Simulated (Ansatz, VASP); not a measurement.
Ir4Pt3 in VASP and in Ansatz

```
Ir Pt
1.0
     5.13185    0.00000    0.00000
     0.00000    5.13185    0.00000
     0.00000    0.00000    5.13185
Ir Pt
4 3
Direct
  0.00000 0.50000 0.50000
  0.50000 0.00000 0.50000
  0.50000 0.50000 0.00000
  0.00000 0.00000 0.00000
  0.50000 0.00000 0.00000
  0.00000 0.50000 0.00000
  0.00000 0.00000 0.50000
```

Alike in both runs: functional PBE; k mesh 3 × 3 × 3; occupations gaussian, width 0.2 eV; no spin polarisation.

Ansatz relaxed the structure, and its values are those at the end. VASP's run is a single point on that final structure, the one shown.

|  | VASP | Ansatz |
| --- | --- | --- |
| version | VASP 6.6.1 | Ansatz 0.2.0 |
| potentials or method | VASP PAW PBE potentials, release 64 (Ir, Pt), cutoff 500 eV | scalar-relativistic, plane waves, PAW |
| valence electrons in the cell | 66 | 122 |

```csv
,VASP,Ansatz,Ansatz less VASP
gap on the k mesh at the Fermi level (eV),none,none,-
pressure (GPa),-0.7,-0.5,+0.23
```

A gap of «none» marks a metal or a gap that the smearing closes. VASP's potentials hold 66 valence electrons a cell and Ansatz's 122, so a difference there can come from the potentials and not from the codes.

The k mesh is coarse, so the values compare programs but aren't converged. Spin-orbit coupling is off throughout.
